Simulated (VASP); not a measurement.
Ge2Sb2Se: single point with PBE

The system is Ge2Sb2Se.

```xyz
5
Lattice="4.0132 0.0000 0.0000 -2.0066 3.4756 0.0000 0.0000 0.0000 8.8986" Properties=species:S:1:pos:R:3 pbc="T T T"
Ge    0.0000    2.3171    2.7777
Ge    2.0066    1.1585    6.1209
Sb    0.0000    2.3171    7.8471
Sb    2.0066    1.1585    1.0515
Se    0.0000    0.0000    4.4493
```

The cell was built from a structure type or drawn by symmetry, and may not be a known phase.

```
Program                : VASP 6.6.1
Task                   : single point
Functional             : PBE
Potentials or basis    : VASP PAW PBE potentials, release 64 (Ge_d, Sb, Se)
Cutoff                 : 520 eV
k mesh                 : 12 × 12 × 4
Occupations            : gaussian, width 0.1 eV
Spin                   : no spin polarisation
Dipole correction      : no
Further INCAR settings : ALGO = Normal; EDIFF = 1e-06; NBANDS = 30
```

| Quantity | Value |
| --- | --- |
| Pressure | 0.0 GPa |
| Largest force | 0.003 eV/Å |
| Band gap on the k mesh | zero (bands 22 and 23 overlap by 1.75 eV) |

Forces in eV/Å, atoms in the order of the input:
```
Ge   0.000  0.000 -0.003
Ge   0.000  0.000  0.003
Sb   0.000  0.000  0.001
Sb   0.000  0.000 -0.001
Se   0.000  0.000  0.000
```

Levels at points of the mesh, in eV from the Fermi level:
| k point | band 18 | band 19 | band 20 | band 21 | band 22 | band 23 | band 24 | band 25 | band 26 | band 27 |
| --- | --- | --- | --- | --- | --- | --- | --- | --- | --- | --- |
| (0.00, 0.00, 0.00) | -0.88 | -0.81 | -0.50 | -0.50 | 0.96 | 0.96 | 1.98 | 1.98 | 2.07 | 2.08 |
| (0.50, 0.00, 0.00) | -3.25 | -2.77 | -1.96 | -1.48 | -1.35 | -0.79 | 1.24 | 1.42 | 3.22 | 3.92 |
| (0.00, 0.00, 0.50) | -1.99 | -0.33 | -0.33 | 0.43 | 0.46 | 0.46 | 0.60 | 2.44 | 2.44 | 3.35 |
| (0.50, 0.00, 0.50) | -4.06 | -3.24 | -2.17 | -1.12 | -0.53 | 0.45 | 0.66 | 2.00 | 2.42 | 3.35 |

It took 94 s on 1 thread of Intel(R) Xeon(R) 6975P-C (Granite Rapids), on a shared host, peak memory 0.4 GiB.

Caveat: spin-orbit coupling is left out, which moves the levels of the heavy elements.
